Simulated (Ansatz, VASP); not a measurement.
**One calculation of Tc, two programs**

```
Tc
1.0
     0.00000    1.97566    1.97566
     1.97566    0.00000    1.97566
     1.97566    1.97566    0.00000
Tc
1
Direct
  0.00000 0.00000 0.00000
```

Change from the starting cell: volume scaled by 1.04.

Alike in both runs: task single point; functional PBEsol; k mesh 18 × 18 × 18; occupations fermi-dirac, width 0.03 eV; no spin polarisation.

```csv
,VASP,Ansatz
version,VASP 6.6.1,Ansatz 0.2.0
potentials or method,"VASP PAW PBE potentials, release 64 (Tc_pv), cutoff 520 eV","all-electron LAPW, scalar-relativistic"
```

VASP gave:

* pressure (GPa): -24.8

Question: Estimate Ansatz's values.

Answer: Pressure (GPa): -24.3.

VASP's potentials were made for PBE, not for PBEsol. Ansatz ran all-electron here, and VASP with PAW potentials.
